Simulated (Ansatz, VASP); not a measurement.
# One calculation of Si, two programs

The input INCAR:

```
SYSTEM = Si
PREC     = Accurate       ! precision mode
ENCUT    = 520            ! plane-wave cutoff, eV
EDIFF    = 1E-6           ! SCF threshold, eV
ISMEAR   = -1             ! smearing method
SIGMA    = 0.05           ! smearing width, eV
LREAL    = .FALSE.        ! projectors in reciprocal space
LASPH    = .TRUE.         ! aspherical terms in the spheres
NELM     = 60             ! most SCF steps
ALGO     = Normal         ! electronic algorithm
ISIF     = 2              ! what is computed and relaxed
LWAVE    = .FALSE.        ! write WAVECAR
LCHARG   = .FALSE.        ! write CHGCAR
GGA      = PS             ! functional
NBANDS   = 8              ! bands
```

KPOINTS

```
regular mesh
0
G
  12 12 11
  0 0 0
```

POSCAR

```
Si
1.0
    2.5851257326      0.0000000000      0.0000000000
   -1.2925628663      2.2387845564      0.0000000000
    0.0000000000      0.0000000000      2.4330211905
Si
1
Direct
    0.0000000000      0.0000000000      0.0000000000
```

input.yaml

```yaml
crystal:
  lattice:
    - [2.5851257326, 0.0, 0.0]
    - [-1.2925628663, 2.2387845564, 0.0]
    - [0.0, 0.0, 2.4330211905]
  atoms:
    - { symbol: Si, position: [0.0, 0.0, 0.0] }
kpoints:
  mp_grid: { grid: [12, 12, 11] }
scf:
  occupations: { method: fermi_dirac, width: 0.05 }
hamiltonian:
  xc: pbesol
  pseudopotentials: { kind: all_electron, lapw: { basis_error: 0.0005 } }
output:
  forces: true
  stress: true
  eigenvalues: true
```

Change from the starting cell: volume scaled by 0.96.

Alike in both runs: task single point; functional PBEsol; k mesh 12 × 12 × 11; occupations fermi-dirac, width 0.05 eV; no spin polarisation.

|  | VASP | Ansatz |
| --- | --- | --- |
| version | VASP 6.6.1 | Ansatz 0.2.0 |
| potentials or method | VASP PAW PBE potentials, release 64 (Si), cutoff 520 eV | all-electron LAPW, scalar-relativistic |

VASP gave:

```
gap on the k mesh at the Fermi level (eV)                     : none
pressure (GPa)                                                : 6.1
traceless stress, the component that is largest in VASP (GPa) : 3.66
```

Question: Which values does Ansatz return?

Answer: gap on the k mesh at the Fermi level (eV): none; pressure (GPa): 5.9; traceless stress, the component that is largest in VASP (GPa): 3.57.

VASP's potentials were made for PBE, not for PBEsol. A gap of «none» marks a metal or a gap that the smearing closes. Ansatz ran all-electron here, and VASP with PAW potentials.
